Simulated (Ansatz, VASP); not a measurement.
## MoS2: VASP beside Ansatz

File INCAR:

```
SYSTEM = MoS2
PREC = Accurate
ENCUT = 520
EDIFF = 1E-6
ISMEAR = -1
SIGMA = 0.02
LREAL = .False.
LASPH = .True.
NELM = 80
ALGO = Normal
ISIF = 2
LWAVE = .False.
LCHARG = .True.
GGA = PE
LELF = .True.
LVHAR = .True.
NBANDS = 20
```

File KPOINTS:

```
Automatic mesh
0
Gamma
  10 10 10
  0 0 0
```

File POSCAR:

```
MoS2
1.0
    1.5656837043      0.8786523020      6.1939280997
   -1.6094969793      0.9545391204      6.1939280997
    0.0438132750     -1.8331914224      6.1939280997
Mo S
1 2
Direct
    0.0032509934     -0.0026961645     -0.0002613778
    0.2484842631      0.2509532006      0.2499766788
    0.4152647435      0.4187429639      0.4172846991
```

Input for Ansatz:

```yaml
crystal:
  lattice:
    - [1.5656837043, 0.878652302, 6.1939280997]
    - [-1.6094969793, 0.9545391204, 6.1939280997]
    - [0.043813275, -1.8331914224, 6.1939280997]
  atoms:
    - { symbol: Mo, position: [0.0032509934, -0.0026961645, -0.0002613778] }
    - { symbol: S, position: [0.2484842631, 0.2509532006, 0.2499766788] }
    - { symbol: S, position: [0.4152647435, 0.4187429639, 0.4172846991] }
kpoints:
  mp_grid: { grid: [10, 10, 10] }
  band_path:
    path:
      - [0.0, 0.0, 0.0]
      - [-0.5, -0.5, -0.5]
      - [-0.5, -0.1812659677, -0.8187340323]
      - [-0.1812659677, 0.1812659677, -0.5]
      - [0.0, 0.0, -0.5]
      - [0.0, 0.3406329838, -0.3406329838]
      - [-0.3406329838, 0.0, -0.6593670162]
      - [-0.5, 0.0, -0.5]
      - [-0.1631393709, 0.1631393709, -0.5]
      - [0.184896, 0.0, -0.177083]
    npoints: 1
hamiltonian:
  xc: pbe
scf:
  occupations: { method: fermi_dirac, width: 0.02 }
  n_extra_bands: 4
output:
  forces: true
  stress: true
  eigenvalues: true
```

Change from the starting cell: shear_xy strain -4.8%.

Alike in both runs: task single point; functional PBE; k mesh 10 × 10 × 10; occupations fermi-dirac, width 0.02 eV; no spin polarisation.

|  | VASP | Ansatz |
| --- | --- | --- |
| version | VASP 6.6.1 | Ansatz 0.2.0 |
| potentials or method | VASP PAW PBE potentials, release 64 (Mo_sv, S) | plane waves, PAW |
| plane-wave cutoff (eV) | 520 | 420 |
| valence electrons in the cell | 26 | 26 |

|  | VASP | Ansatz | Ansatz less VASP |
| --- | --- | --- | --- |
| gap on the k mesh at the Fermi level (eV) | 0.99 | 0.97 | -0.015 |
| pressure (GPa) | 2.5 | 2.6 | +0.13 |
| traceless stress, the component that is largest in VASP (GPa) | 3.87 | 3.87 | -0.001 |
| rms of the force components (eV/Å) | 0.046 | 0.052 | +0.0063 |

Atom by atom the forces differ by 0.006 eV/Å (rms over components).
